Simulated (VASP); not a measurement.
# ZrSiW (I4mm) in VASP: notebook, part 2 of 2

VASP 6.6.1. The steps go on from the part before.

## Step 3: Single point, PBE

INCAR

```
SYSTEM = ZrSiW
  PREC = Accurate
  ENCUT = 520
  EDIFF = 1E-6
  ISMEAR = -1
  SIGMA = 0.15
  LREAL = .False.
  LASPH = .True.
  NELM = 100
  ALGO = Normal
  ISIF = 2
  LWAVE = .False.
  LCHARG = .False.
  GGA = PE
  NBANDS = 22
```

KPOINTS

```
Automatic mesh
0
Gamma
  18 18 18
  0 0 0
```

POSCAR

```
ZrSiW
1.0
   -1.6750048188      1.6750048188      4.6068706875
    1.6750048188     -1.6750048188      4.6068706875
    1.6750048188      1.6750048188     -4.6068706875
Zr Si W
1 1 1
Direct
    0.3332116171      0.3332116171      0.0000000000
    0.6449058695      0.6449058695      0.0000000000
    0.0218825134      0.0218825134      0.0000000000
```

Potentials or basis: VASP PAW PBE potentials, release 64 (Zr_sv, Si, W_sv).

Run with:

```bash
> cat potpaw_PBE.64/Zr_sv/POTCAR potpaw_PBE.64/Si/POTCAR potpaw_PBE.64/W_sv/POTCAR > POTCAR
> mpirun -np 1 vasp_std > vasp.out
```

OUTCAR:

```text
SYSTEM = ZrSiW
   PREC = Accurate
   ENCUT = 520
   EDIFF = 1E-6
   ISMEAR = -1
   LREAL = .False.
   LASPH = .True.
   NELM = 100
   ISIF = 2
   GGA = PE

 ion  position               nearest neighbor table
   1  0.333  0.333  0.000-   3 2.87   2 2.87   2 2.94   2 2.94   2 2.94   2 2.94   3 2.94   3 2.94
                             3 2.94   3 2.94
   2  0.645  0.645  0.000-   3 2.63   3 2.63   3 2.63   3 2.63   1 2.87   1 2.94   1 2.94   1 2.94
                             1 2.94
   3  0.022  0.022  0.000-   2 2.63   2 2.63   2 2.63   2 2.63   1 2.87   1 2.94   1 2.94   1 2.94
                             1 2.94

  LATTYP: Found a body centered tetragonal cell.
 ALAT       =     3.3500096376
 C/A-ratio  =     2.7503626472

  Lattice vectors:

 A1 = (  -1.6750048188,   1.6750048188,   4.6068706875)
 A2 = (   1.6750048188,  -1.6750048188,   4.6068706875)
 A3 = (   1.6750048188,   1.6750048188,  -4.6068706875)

Analysis of symmetry for initial positions (statically):
=====================================================================
 Subroutine PRICEL returns:
 Original cell was already a primitive cell.

 Routine SETGRP: Setting up the symmetry group for a
 body centered tetragonal supercell.

 Subroutine GETGRP returns: Found  8 space group operations
 (whereof  8 operations were pure point group operations)
 out of a pool of 16 trial point group operations.

The static configuration has the point symmetry C_4v.

Analysis of symmetry for dynamics (positions and initial velocities):
=====================================================================
 Subroutine PRICEL returns:
 Original cell was already a primitive cell.

 Routine SETGRP: Setting up the symmetry group for a
 body centered tetragonal supercell.

 Subroutine GETGRP returns: Found  8 space group operations
 (whereof  8 operations were pure point group operations)
 out of a pool of 16 trial point group operations.

The dynamic configuration has the point symmetry C_4v.

[... 110 lines left out ...]
   PSTRESS=    0.0 pullay stress
   NELECT =      30.0000    total number of electrons
   NUPDOWN=      -1.0000    fix difference up-down
   EMIN   =  10.00;   EMAX   =-10.00  energy-range for DOS
   EFERMI =   0.00;   METHOD = LEGACY
   ISMEAR =    -1;   SIGMA  =   0.15  broadening in eV -4-tet -1-fermi 0-gaus
   EFERMI_NEDOS =   21; number of points for ismear=-14 and -15
   IALGO  =     38    algorithm
   IMIX   =      4    mixing-type and parameters
     AMIX     =   0.40;   BMIX     =  1.00
     AMIX_MAG =   1.60;   BMIX_MAG =  1.00
  volume/ion in A,a.u.               =      17.23       116.30
  Fermi-wavevector in a.u.,A,eV,Ry     =   1.365471  2.580366 25.368220  1.864512
  Thomas-Fermi vector in A             =   2.491697
   LORBIT       =      0    0 simple, 1 ext, 2 COOP (PROOUT), +10 PAW based schemes
   GGA     = PE    functional components
   LHFCALC =     F    Hartree Fock is set to
   AEXX    =    0.0000 exact exchange contribution
   IVDW    =     0    specifies the selected vdW correction
   LEPSILON=     F    determine dielectric tensor
   LRPA    =     F    only Hartree local field effects (RPA)
 non-spin polarized calculation
  energy-cutoff  :      520.00
  volume of cell :       51.70
 maximum number of plane-waves:      1409
   NGX = 19   NGY = 19   NGZ = 19

 number of electron      30.0000000 magnetization

 Free energy of the ion-electron system (eV)
  ---------------------------------------------------
  ext. energy  EPLUGINS =         0.00000000
  ---------------------------------------------------
  free energy    TOTEN  =       -27.55820694 eV

  energy without entropy =      -27.40988969  energy(sigma->0) =      -27.48404831

 E-fermi :  10.2052     XC(G=0): -12.0525

 val. band max:       10.2039726509   @ k =  -0.3333   0.3889   0.2222
 cond. band min:      10.2213546974   @ k =  -0.1667   0.4444   0.0556
 fundamental gap:      0.0173820465
 Fermi energy:        10.2052136595

 k-point     1 :       0.0000    0.0000    0.0000
  band No.  band energies     occupation
      1     -63.4002      2.00000
      2     -38.3396      2.00000
      3     -27.6492      2.00000
      4     -27.6492      2.00000
      5     -27.5330      2.00000
      6     -16.3946      2.00000
[... 589 lines left out ...]
     21      15.1489      0.00000
     22      15.7814      0.00000

 [... further k-points ...]
[... 5 lines left out ...]
  --------------------------------------------------------------------------------------
  -------------------------------------------------------------------------------------
  Total        0.0250736      0.0250736      0.0362775      0.0000000      0.0000000      0.0000000
  in kB        0.7770136      0.7770136      1.1242155      0.0000000      0.0000000      0.0000000
  external PRESSURE =       0.8927476 kB  Pullay stress =       0.0000000 kB

 VOLUME and BASIS-vectors are now :
 -----------------------------------------------------------------------------
  energy-cutoff  :      520.00
  volume of cell :       51.70
      direct lattice vectors                 reciprocal lattice vectors
    -1.675004819  1.675004819  4.606870687     0.000000000  0.298506604  0.108533543
     1.675004819 -1.675004819  4.606870687     0.298506604  0.000000000  0.108533543
     1.675004819  1.675004819 -4.606870687     0.298506604  0.298506604  0.000000000

 POSITION                                       TOTAL-FORCE (eV/Angst)
 -----------------------------------------------------------------------------------
      0.00000      0.00000      3.07013         0.000000      0.000000     -0.001666
      0.00000      0.00000      5.94200        -0.000000     -0.000000      0.002016
      0.00000      0.00000      0.20162        -0.000000     -0.000000     -0.000350
 -----------------------------------------------------------------------------------
    total drift:                                0.000000      0.000000     -0.000493

  FREE ENERGIE OF THE ION-ELECTRON SYSTEM (eV)
  ---------------------------------------------------
  free  energy   TOTEN  =       -27.5582069364 eV

  energy  without entropy=      -27.4098896852  energy(sigma->0) =      -27.48404831
```

stdout:

```text
POSCAR found type information on POSCAR ZrSiW
 POSCAR found :  3 types and       3 ions
 scaLAPACK will be used
 LDA part: xc-table for (Slater+PW92), standard interpolation
 POSCAR, INCAR and KPOINTS ok, starting setup
 FFT: planning ... GRIDC
 FFT: planning ... GRID_SOFT
 FFT: planning ... GRID
 WAVECAR not read
 entering main loop
```

Wall time 14 min (1 thread of Intel Xeon Platinum 8259CL at 2.50GHz (Skylake/Cascade Lake), shared host); peak memory 0.7 GiB.

What came out:

- Free energy: -27.5582 eV
- Pressure: 0.1 GPa
- Band gap on the k mesh: zero (band 15 reaches 10.85 eV, above the bottom of band 16 at 9.52 eV)

Forces in eV/Å, atoms in the order of the input:
```
Zr   0.000  0.000 -0.002
Si   0.000  0.000  0.002
W    0.000  0.000  0.000
```

Levels at points of the mesh, in eV from the Fermi level:
```
           k point  band 11  band 12  band 13  band 14  band 15  band 16  band 17  band 18  band 19  band 20
(0.00, 0.00, 0.00)    -2.95    -1.45    -0.91    -0.91    -0.70     0.41     1.12     1.12     1.14     4.11
(0.50, 0.00, 0.00)    -3.36    -2.17    -2.13    -0.85    -0.83     0.33     1.02     2.23     2.57     3.41
(0.50, 0.50, 0.00)    -4.39    -3.97    -1.30    -1.24    -1.01     2.12     2.43     2.79     3.16     3.65
(0.50, 0.50, 0.50)    -3.51    -2.92    -1.24    -1.24     0.64     0.70     2.68     2.68     3.59     3.78
```

Caveat: spin-orbit coupling is left out, which moves the levels of the heavy elements.

## Step 4: Single point, PBE

Changes to INCAR since step 3:

```diff
@@ -3,5 +3,5 @@
   ENCUT = 520
-  EDIFF = 1E-6
-  ISMEAR = -1
-  SIGMA = 0.15
+  EDIFF = 1E-7
+  ISMEAR = 0
+  SIGMA = 0.1
   LREAL = .False.
```

KPOINTS

```
Automatic mesh
0
Gamma
  8 8 8
  0 0 0
```

POSCAR

```
ZrSiW
1.0
   -1.6768619709      1.6768619709      4.5949967383
    1.6768619709     -1.6768619709      4.5949967383
    1.6768619709      1.6768619709     -4.5949967383
Zr Si W
1 1 1
Direct
    0.3336478446      0.3336478446      0.0000000000
    0.6452662871      0.6452662871      0.0000000000
    0.0210858683      0.0210858683      0.0000000000
```

Run with:

```bash
> cat potpaw_PBE.64/Zr_sv/POTCAR potpaw_PBE.64/Si/POTCAR potpaw_PBE.64/W_sv/POTCAR > POTCAR
> mpirun -np 1 vasp_std > vasp.out
```

Wall time 1.7 min (1 thread of Intel Xeon Platinum 8259CL at 2.50GHz (Skylake/Cascade Lake), shared host); peak memory 0.28 GiB.

The run converged. Its results:

- Free energy: -27.4890 eV
- Pressure: 0.1 GPa
- Largest force: 0.005 eV/Å
- Band gap on the k mesh: zero (band 15 reaches 10.83 eV, above the bottom of band 16 at 9.52 eV)

Forces in eV/Å, atoms in the order of the input:
```
Zr   0.000  0.000 -0.005
Si   0.000  0.000  0.005
W    0.000  0.000  0.001
```

Stress tensor (GPa, compression positive):
```
0.03 0.00 0.00
0.00 0.03 0.00
0.00 0.00 0.15
```

Levels at points of the mesh, in eV from the Fermi level:
```csv
k point,band 11,band 12,band 13,band 14,band 15,band 16,band 17,band 18,band 19,band 20
"(0.00, 0.00, 0.00)",-2.95,-1.43,-0.89,-0.89,-0.66,0.41,1.13,1.13,1.23,4.13
"(0.50, 0.00, 0.00)",-3.34,-2.18,-2.11,-0.84,-0.81,0.39,1.08,2.27,2.57,3.44
"(0.50, 0.50, 0.00)",-4.35,-3.96,-1.27,-1.19,-0.99,2.10,2.42,2.80,3.18,3.67
"(0.50, 0.50, 0.50)",-3.51,-2.89,-1.21,-1.21,0.64,0.75,2.68,2.68,3.60,3.76
```

Caveat: spin-orbit coupling is left out, which moves the levels of the heavy elements.

## Step 5: The runs side by side

```tsv
cell	k mesh	smearing	gap on the mesh (eV)	pressure (GPa)
a = 5.172 Å, angles 142.2, 142.2, 54.6°, 3 atoms	18 × 18 × 18	gaussian 0.1 eV	none	0.1
a = 5.180 Å, angles 142.3, 142.3, 54.4°, 3 atoms	18 × 18 × 18	fermi-dirac 0.15 eV	none	0.1
a = 5.171 Å, angles 142.2, 142.2, 54.6°, 3 atoms	8 × 8 × 8	gaussian 0.1 eV	none	0.1
```

Alike in all rows: task single point; level PBE; potentials or basis VASP PAW PBE potentials, release 64 (Zr_sv, Si, W_sv); no spin polarisation; cutoff (eV) 520.

Caveats: spin-orbit coupling is left out, which moves the levels of the heavy elements.

Total energies depend on the potentials used, so only differences within one code and one set of settings carry meaning.
